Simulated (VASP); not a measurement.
# C (Fmmm) in VASP: settings compared

The runs below take C through single point, with PBEsol, PBE.

All numbers are computed with VASP 6.6.1; they aren't measurements. Logs are shortened: lines on timing, memory, paths and dates and some standing lists are left out, and cuts for length are marked.

### Step 1. The cell of the first run

Symmetry: Fmmm, No. 69, orthorhombic system. Conventional cell: a = 2.410 Å, b = 4.443 Å, c = 6.210 Å, α = 90.00°, β = 90.00°, γ = 90.00°. Within 1.6 Å of C (site symmetry m2m) lie 2 C at 1.22 Å.

### Step 2. Single point, PBEsol (strained and its atoms moved)

The input, INCAR:

```
PREC = Accurate ; ENCUT = 520
EDIFF = 1E-6 ; ISMEAR = 0
SIGMA = 0.02 ; LREAL = F
LASPH = T ; NELM = 60
ALGO = Normal ; ISIF = 2
LWAVE = F ; LCHARG = F
GGA = PS ; NBANDS = 11
```

The input, KPOINTS:

```
Automatic mesh
0
Gamma
  14 14 14
```

The input, POSCAR:

```
C
1.0
    0.0000000000      2.2213749900      3.1047678000
    1.2051469200      0.0000000000      3.1047678000
    1.2051469200      2.2213749900      0.0000000000
C
2
Direct
    0.2254382181      0.7745617819      0.2254382181
    0.7745617819      0.2254382181      0.7745617819
```

Potentials or basis: VASP PAW PBE potentials, release 64 (C).

Command:

```
$ cat potpaw_PBE.64/C/POTCAR > POTCAR
$ mpirun -np 1 vasp_std > vasp.out
```

OUTCAR:

```text
PREC = Accurate
   ENCUT = 520
   EDIFF = 1E-6
   ISMEAR = 0
   LREAL = F
   LASPH = T
   NELM = 60
   ISIF = 2
   GGA = PS

 ion  position               nearest neighbor table
   1  0.225  0.775  0.225-   2 1.22   2 1.22   2 2.00
   2  0.775  0.225  0.775-   1 1.22   1 1.22   1 2.00

  LATTYP: Found a face centered orthorhombic cell.
 ALAT       =     2.4102938400
 B/A-ratio  =     1.8432399844
 C/A-ratio  =     2.5762566775

  Lattice vectors:

 A1 = (   0.0000000000,   2.2213749900,   3.1047678000)
 A2 = (   1.2051469200,   0.0000000000,   3.1047678000)
 A3 = (   1.2051469200,   2.2213749900,   0.0000000000)

Analysis of symmetry for initial positions (statically):
=====================================================================
 Subroutine PRICEL returns:
 Original cell was already a primitive cell.

 Routine SETGRP: Setting up the symmetry group for a
 face centered orthorhombic supercell.

 Subroutine GETGRP returns: Found  8 space group operations
 (whereof  8 operations were pure point group operations)
 out of a pool of  8 trial point group operations.

The static configuration has the point symmetry D_2h.

Analysis of symmetry for dynamics (positions and initial velocities):
=====================================================================
 Subroutine PRICEL returns:
 Original cell was already a primitive cell.

 Routine SETGRP: Setting up the symmetry group for a
 face centered orthorhombic supercell.

 Subroutine GETGRP returns: Found  8 space group operations
 (whereof  8 operations were pure point group operations)
 out of a pool of  8 trial point group operations.

The dynamic configuration has the point symmetry D_2h.

 Subroutine INISYM returns: Found  8 space group operations
 (whereof  8 operations are pure point group operations),
 and found     1 'primitive' translations

----------------------------------------------------------------------------------------

                                     Primitive cell

  volume of cell :      16.6234

  direct lattice vectors                    reciprocal lattice vectors
     0.000000000  2.221374990  3.104767800    -0.414887174  0.225085815  0.161042639
     1.205146920  0.000000000  3.104767800     0.414887174 -0.225085815  0.161042639
     1.205146920  2.221374990  0.000000000     0.414887174  0.225085815 -0.161042639

  length of vectors
     3.817602643  3.330459757  2.527228906     0.498728105  0.498728105  0.498728105

  position of ions in fractional coordinates (direct lattice)
     0.225438218  0.774561782  0.225438218
     0.774561782  0.225438218  0.774561782

  ion indices of the primitive-cell ions
   primitive index   ion index
                 1           1
                 2           2

----------------------------------------------------------------------------------------

 KPOINTS: Automatic mesh

Automatic generation of k-mesh.
 Grid dimensions read from file:
 generate k-points for:   14   14   14

 Generating k-lattice:

  Cartesian coordinates                     Fractional coordinates (reciprocal lattice)
    -0.029634798  0.016077558  0.011503046     0.071428571  0.000000000  0.000000000
     0.029634798 -0.016077558  0.011503046     0.000000000  0.071428571  0.000000000
     0.029634798  0.016077558 -0.011503046     0.000000000  0.000000000  0.071428571

  Length of vectors
     0.035623436  0.035623436  0.035623436

  Shift w.r.t. Gamma in fractional coordinates (k-lattice)
     0.000000000  0.000000000  0.000000000

 Subroutine IBZKPT returns following result:
 ===========================================

 Found    428 irreducible k-points:

 Following reciprocal coordinates:
            Coordinates               Weight
  0.000000  0.000000  0.000000      1.000000
  0.071429  0.000000 -0.000000      8.000000
  0.142857 -0.000000 -0.000000      8.000000
  0.214286 -0.000000 -0.000000      8.000000
  0.285714  0.000000 -0.000000      8.000000
  0.357143  0.000000 -0.000000      8.000000
[... 16 lines left out ...]
  0.214286  0.142857 -0.000000      8.000000
[... 50 lines left out ...]
      1     -14.2431      2.00000
      2      -4.6451      2.00000
      3      -1.0992      2.00000
      4       4.1910      2.00000
      5       9.7042      0.00000
      6      11.2429      0.00000
      7      15.0785      0.00000
      8      19.4957      0.00000
      9      21.7612      0.00000
     10      28.4593      0.00000
     11      28.9235      0.00000

 k-point     4 :       0.2143   -0.0000   -0.0000
  band No.  band energies     occupation
      1     -13.6681      2.00000
      2      -5.3049      2.00000
      3      -0.5620      2.00000
      4       3.8109      2.00000
      5       8.8511      0.00000
      6      11.9335      0.00000
      7      12.7981      0.00000
      8      20.2376      0.00000
      9      22.4643      0.00000
     10      26.8462      0.00000
     11      28.3128      0.00000

 k-point     5 :       0.2857    0.0000   -0.0000
  band No.  band energies     occupation
      1     -12.8863      2.00000
      2      -6.1784      2.00000
      3       0.2141      2.00000
      4       3.2980      2.00000
      5       7.9396      0.00000
      6      10.4221      0.00000
      7      13.2289      0.00000
      8      21.0397      0.00000
      9      23.6774      0.00000
     10      25.2235      0.00000
     11      27.2067      0.00000
[... 211 lines left out ...]
 k-point    21 :      -0.0714    0.0714    0.0000
  band No.  band energies     occupation
      1     -14.2663      2.00000
      2      -4.6415      2.00000
      3      -0.9333      2.00000
      4       4.1835      2.00000
      5       9.6032      0.00000
      6      11.0629      0.00000
      7      15.0331      0.00000
      8      19.5300      0.00000
      9      21.7491      0.00000
     10      28.6657      0.00000
     11      28.8415      0.00000

 k-point    22 :       0.1429    0.1429    0.0000
  band No.  band energies     occupation
      1     -14.6204      2.00000
      2      -4.0970      2.00000
      3      -2.1258      2.00000
      4       4.4959      2.00000
      5      10.5278      0.00000
      6      12.1167      0.00000
      7      17.7030      0.00000
      8      18.7403      0.00000
      9      22.9199      0.00000
     10      23.7507      0.00000
     11      29.7384      0.00000

 k-point    23 :       0.2143    0.1429   -0.0000
  band No.  band energies     occupation
      1     -14.4616      2.00000
      2      -4.2444      2.00000
      3      -2.2592      2.00000
      4       4.4405      2.00000
      5      10.6852      0.00000
      6      12.2172      0.00000
      7      17.0634      0.00000
      8      18.8489      0.00000
      9      22.0029      0.00000
     10      25.6491      0.00000
     11      28.9372      0.00000

 k-point    24 :       0.2857    0.1429   -0.0000
  band No.  band energies     occupation
      1     -14.0781      2.00000
      2      -4.6690      2.00000
      3      -2.1099      2.00000
      4       4.2413      2.00000
      5       9.9527      0.00000
      6      12.8895      0.00000
      7      15.4118      0.00000
      8      19.2394      0.00000
      9      21.8564      0.00000
     10      27.5238      0.00000
     11      28.5540      0.00000

 [... further k-points ...]
[... 5 lines left out ...]
  --------------------------------------------------------------------------------------
  -------------------------------------------------------------------------------------
  Total       15.7013692      5.0734706      0.5307264     -0.0000000      0.0000000      0.0000000
  in kB     1513.3072499    488.9840990     51.1517291     -0.0000000      0.0000000      0.0000000
  external PRESSURE =     684.4810260 kB  Pullay stress =       0.0000000 kB

 VOLUME and BASIS-vectors are now :
 -----------------------------------------------------------------------------
  energy-cutoff  :      520.00
  volume of cell :       16.62
      direct lattice vectors                 reciprocal lattice vectors
     0.000000000  2.221374990  3.104767800    -0.414887174  0.225085815  0.161042639
     1.205146920  0.000000000  3.104767800     0.414887174 -0.225085815  0.161042639
     1.205146920  2.221374990  0.000000000     0.414887174  0.225085815 -0.161042639

 POSITION                                       TOTAL-FORCE (eV/Angst)
 -----------------------------------------------------------------------------------
      1.20515      1.00157      3.10477         0.000000     -4.882729      0.000000
      1.20515      3.44118      3.10477         0.000000      4.882729      0.000000
 -----------------------------------------------------------------------------------
    total drift:                                0.000000      0.000000      0.000000

  FREE ENERGIE OF THE ION-ELECTRON SYSTEM (eV)
  ---------------------------------------------------
  free  energy   TOTEN  =       -16.0264339115 eV

  energy  without entropy=      -16.0263617619  energy(sigma->0) =      -16.02639784
```

Wall time 49 s (1 thread of Intel Xeon Platinum 8488C (Sapphire Rapids), shared host); peak memory 0.18 GiB.

Results:

* Free energy: -16.0264 eV
* Pressure: 68.4 GPa
* Largest force: 4.883 eV/Å
* Band gap on the k mesh: zero (band 4 reaches 5.61 eV, above the bottom of band 5 at 4.55 eV)

Forces in eV/Å, atoms in the order of the input:
```
C    0.000 -4.883  0.000
C    0.000  4.883  0.000
```

Levels at points of the mesh, in eV from the Fermi level:
```tsv
k point	band 1	band 2	band 3	band 4	band 5	band 6	band 7	band 8
(0.00, 0.00, 0.00)	-19.58	-8.96	-6.38	-0.39	4.76	7.04	12.78	13.93
(0.50, 0.00, 0.00)	-14.54	-14.44	-2.65	-1.08	-0.31	1.98	13.61	13.73
(0.50, 0.50, 0.00)	-19.04	-9.09	-9.00	-0.28	6.67	11.49	13.22	13.48
(0.50, 0.00, 0.50)	-15.82	-10.88	-9.90	-4.18	8.90	9.54	11.22	12.42
(0.00, 0.50, 0.50)	-15.39	-10.47	-9.97	-6.03	5.02	8.17	13.11	15.77
```

Caveat: the cell differs from its parent crystal (strained and its atoms moved); the PAW data sets were made with another functional, which shifts forces and pressure a little.

### Step 3. Single point, PBEsol (strained)

The input, INCAR:

```
SYSTEM = C
ALGO     = Normal         ! electronic algorithm
EDIFF    = 1E-7           ! SCF threshold, eV
ENCUT    = 520            ! plane-wave cutoff, eV
GGA      = PS             ! functional
ISIF     = 2              ! what is computed and relaxed
ISMEAR   = 0              ! smearing method
LASPH    = .True.         ! aspherical terms in the spheres
LCHARG   = .False.        ! write CHGCAR
LREAL    = .False.        ! projectors in reciprocal space
LWAVE    = .False.        ! write WAVECAR
NBANDS   = 11             ! bands
NELM     = 100            ! most SCF steps
PREC     = Accurate       ! precision mode
SIGMA    = 0.02           ! smearing width, eV
```

The input, KPOINTS:

```
k-points
0
Gamma
  14 14 14
  0 0 0
```

The input, POSCAR:

```
C
1.0
    0.0000000000      2.0190547500      3.2896778400
    1.2966574800      0.0000000000      3.2896778400
    1.2966574800      2.0190547500      0.0000000000
C
2
Direct
    0.2254382181      0.7745617819      0.2254382181
    0.7745617819      0.2254382181      0.7745617819
```

Potentials or basis: VASP PAW PBE potentials, release 64 (C).

Command:

```
$ cat potpaw_PBE.64/C/POTCAR > POTCAR
$ mpirun -np 1 vasp_std > vasp.out
```

Wall time 60 s (1 thread of Intel Xeon Platinum 8488C (Sapphire Rapids), shared host); peak memory 0.18 GiB.

The run converged. Its results:

- Free energy: -16.1497 eV
- Pressure: 22.1 GPa
- Largest force: 6.591 eV/Å
- Band gap on the k mesh: zero (band 4 reaches 7.91 eV, above the bottom of band 5 at 4.28 eV)

Forces on the atoms (eV/Å):
```
C    0.000 -6.591  0.000
C    0.000  6.591  0.000
```

Stress tensor (GPa, compression positive):
```
 9.97  0.00  0.00
 0.00 54.72  0.00
 0.00  0.00  1.65
```

Levels at points of the mesh, in eV from the Fermi level:
```csv
k point,band 1,band 2,band 3,band 4,band 5,band 6,band 7,band 8,band 9
"(0.00, 0.00, 0.00)",-20.28,-8.60,-7.04,2.69,3.66,4.05,10.57,11.03,15.44
"(0.50, 0.00, 0.00)",-15.06,-14.95,-2.77,-1.93,-0.90,2.51,12.31,12.32,18.42
"(0.50, 0.50, 0.00)",-19.94,-9.19,-8.63,2.73,3.71,10.35,10.59,11.09,15.04
"(0.50, 0.00, 0.50)",-14.50,-11.76,-10.66,-3.39,3.71,6.92,11.96,12.65,12.90
"(0.00, 0.50, 0.50)",-14.23,-11.54,-10.72,-4.68,3.26,5.25,9.81,15.40,17.73
```

Caveat: the cell differs from its parent crystal (strained); the PAW data sets were made with another functional, which shifts forces and pressure a little.

### Step 4. Single point, PBEsol (one atom moved)

The input, INCAR:

```
PREC = Accurate ; ENCUT = 520
EDIFF = 1E-6 ; ISMEAR = 0
SIGMA = 0.02 ; LREAL = False
LASPH = True ; NELM = 100
ALGO = Normal ; ISIF = 2
LWAVE = False ; LCHARG = True
GGA = PS ; LELF = True
LVHAR = True ; NBANDS = 11
```

The input, KPOINTS:

```
Automatic mesh
0
Gamma
  14 14 14
```

The input, POSCAR:

```
C
1.0
    0.0000000000      2.1270000000      3.3480000000
    1.2280000000      0.0000000000      3.3480000000
    1.2280000000      2.1270000000      0.0000000000
C
2
Direct
    0.1772482793      0.8227517207      0.1772482793
    0.8333300000      0.1666700000      0.8333300000
```

Command:

```
$ cat potpaw_PBE.64/C/POTCAR > POTCAR
$ mpirun -np 1 vasp_std > vasp.out
```

It took 60 s on 1 thread of Intel Xeon Platinum 8488C (Sapphire Rapids), shared host; peak memory 0.18 GiB.

It converged, with:

```yaml
Free_energy: -19.2280 eV
Pressure: 3.0 GPa
Largest_force: 2.357 eV/Å
Band_gap_on_the_k_mesh: 0.66 eV, indirect (least direct gap 1.00 eV)
```

Forces on the atoms (eV/Å):
```
C    0.000 -2.357  0.000
C    0.000  2.357  0.000
```

Stress tensor (GPa, compression positive):
```
 9.08  0.00  0.00
 0.00 -1.80  0.00
 0.00  0.00  1.70
```

Levels at points of the mesh, in eV from the valence-band top:
```
           k point  band 1  band 2  band 3  band 4  band 5  band 6  band 7  band 8  band 9
(0.00, 0.00, 0.00)  -19.52   -6.44   -3.43   -2.08    4.22    7.67    9.54   11.75   13.22
(0.50, 0.00, 0.00)  -13.96  -13.28   -6.03   -2.05    1.56    7.65   12.65   13.64   19.51
(0.50, 0.50, 0.00)  -19.20   -8.48   -3.47   -2.07    7.72    9.42   10.54   11.91   13.01
(0.50, 0.00, 0.50)  -14.30  -12.83   -6.50   -1.74    3.27    7.77   11.19   11.58   17.82
(0.00, 0.50, 0.50)  -14.07  -12.64   -6.56   -3.18    1.55    7.35   13.77   17.42   19.37
```

Caveat: the cell differs from its parent crystal (one atom moved); the PAW data sets were made with another functional, which shifts forces and pressure a little. A k mesh can miss the band edges.

### Step 5. Single point, PBEsol (one atom moved)

The input, INCAR:

```
SYSTEM = C
  ALGO = Normal
  EDIFF = 1E-6
  ENCUT = 520
  GGA = PS
  ISIF = 2
  ISMEAR = 0
  LASPH = .True.
  LCHARG = .False.
  LREAL = .False.
  LWAVE = .False.
  NBANDS = 11
  NELM = 80
  PREC = Accurate
  SIGMA = 0.02
```

The input, KPOINTS:

```
k-points
0
Gamma
  14 14 14
  0 0 0
```

POSCAR: that of step 4 with these lines changed.

```diff
@@ -8,3 +8,3 @@
 Direct
-    0.1772482793      0.8227517207      0.1772482793
+    0.2019309309      0.7980690691      0.2019309309
     0.8333300000      0.1666700000      0.8333300000
```

Command:

```
$ cat potpaw_PBE.64/C/POTCAR > POTCAR
$ mpirun -np 1 vasp_std > vasp.out
```

Wall time 69 s (1 thread of Intel Xeon Platinum 8488C (Sapphire Rapids), shared host); peak memory 0.18 GiB.

Results (log left out):

```
Free energy            : -18.7350 eV
Pressure               : 10.8 GPa
Largest force          : 6.746 eV/Å
Band gap on the k mesh : 0.39 eV, direct
```

Forces in eV/Å, atoms in the order of the input:
```
C    0.000 -6.746  0.000
C    0.000  6.746  0.000
```

Stress tensor (GPa, compression positive):
```
32.27  0.00  0.00
 0.00 -1.77  0.00
 0.00  0.00  1.78
```

Levels at points of the mesh, in eV from the valence-band top:
```
           k point  band 2  band 3  band 4  band 5  band 6  band 7
(0.00, 0.00, 0.00)   -6.38   -4.82   -0.20    4.37    5.78   11.80
(0.50, 0.00, 0.00)  -13.56   -5.31   -1.64    1.14    7.14   12.89
(0.50, 0.50, 0.00)   -8.40   -4.85   -0.17    5.85   10.57   11.64
(0.50, 0.00, 0.50)  -11.97   -7.22   -2.33    4.71    7.67   11.21
(0.00, 0.50, 0.50)  -11.77   -7.27   -3.68    2.74    7.26   13.57
```

Caveat: the cell differs from its parent crystal (one atom moved); the PAW data sets were made with another functional, which shifts forces and pressure a little.

### Step 6. Single point, PBE (functional PBE, strained)

The input, INCAR:

```
ALGO = Normal ; EDIFF = 1E-6
ENCUT = 520 ; GGA = PE
ISIF = 2 ; ISMEAR = 0
LASPH = T ; LCHARG = T
LELF = T ; LREAL = F
LVHAR = T ; LWAVE = F
NBANDS = 11 ; NELM = 100
PREC = Accurate ; SIGMA = 0.02
```

The input, KPOINTS:

```
k-points
0
Gamma
  14 14 14
```

The input, POSCAR:

```
C
1.0
    0.0000000000      2.1330832200      3.3575752800
    1.2315120800      0.0000000000      3.3575752800
    1.2315120800      2.1330832200      0.0000000000
C
2
Direct
    0.1666700000      0.8333300000      0.1666700000
    0.8333300000      0.1666700000      0.8333300000
```

Potentials or basis: VASP PAW PBE potentials, release 64 (C).

Command:

```
$ cat potpaw_PBE.64/C/POTCAR > POTCAR
$ mpirun -np 1 vasp_std > vasp.out
```

Wall time 59 s (1 thread of Intel Xeon Platinum 8488C (Sapphire Rapids), shared host); peak memory 0.18 GiB.

The run converged. Its results:

```yaml
Free_energy: -18.4197 eV
Pressure: 2.6 GPa
Largest_force: 0.031 eV/Å
Band_gap_on_the_k_mesh: 0.36 eV, indirect (least direct gap 0.44 eV)
```

Forces in eV/Å, atoms in the order of the input:
```
C    0.000  0.031  0.000
C    0.000 -0.031  0.000
```

Stress tensor (GPa, compression positive):
```
1.97 0.00 0.00
0.00 1.98 0.00
0.00 0.00 3.80
```

Levels at points of the mesh, in eV from the valence-band top:
| k point | band 1 | band 2 | band 3 | band 4 | band 5 | band 6 | band 7 | band 8 |
| --- | --- | --- | --- | --- | --- | --- | --- | --- |
| (0.00, 0.00, 0.00) | -19.78 | -6.68 | -3.12 | -3.10 | 4.16 | 8.24 | 8.31 | 11.31 |
| (0.50, 0.00, 0.00) | -14.37 | -13.34 | -6.50 | -2.47 | 1.54 | 7.31 | 12.45 | 13.60 |
| (0.50, 0.50, 0.00) | -19.48 | -8.64 | -3.13 | -3.11 | 8.20 | 8.27 | 10.43 | 11.45 |
| (0.50, 0.00, 0.50) | -14.48 | -13.43 | -6.48 | -1.71 | 2.39 | 7.52 | 11.11 | 11.37 |
| (0.00, 0.50, 0.50) | -14.26 | -13.25 | -6.53 | -3.14 | 0.85 | 7.12 | 13.72 | 17.34 |

Caveat: the cell differs from its parent crystal (functional PBE, strained). A k mesh can miss the band edges.

### Step 7. Summary

```csv
level,cell,gap on the mesh (eV),pressure (GPa),largest force (eV/Å)
PBEsol,"a = 3.818, b = 3.330, c = 2.527 Å, angles 80.1, 59.2, 40.7°, 2 atoms",none,68.4,4.88
PBEsol,"a = 3.860, b = 3.536, c = 2.400 Å, angles 78.6, 63.9, 37.5°, 2 atoms",none,22.1,6.59
PBEsol,"a = 3.967, b = 3.566, c = 2.456 Å, angles 80.1, 62.3, 37.6°, 2 atoms",0.39,10.8,6.75
PBE,"a = 3.978, b = 3.576, c = 2.463 Å, angles 80.1, 62.3, 37.6°, 2 atoms",0.36,2.6,0.03
```

Some of these runs hold the atoms at other places in the same cell, which the table doesn't show; runs alike in all that it shows share one row.

Alike in all rows: task single point; potentials or basis VASP PAW PBE potentials, release 64 (C); no spin polarisation; k mesh 14 × 14 × 14; cutoff (eV) 520; smearing gaussian 0.02 eV.

Caveats: the PAW data sets were made with another functional, which shifts forces and pressure a little (some runs).

Total energies depend on the potentials used, so only differences within one code and one set of settings carry meaning.
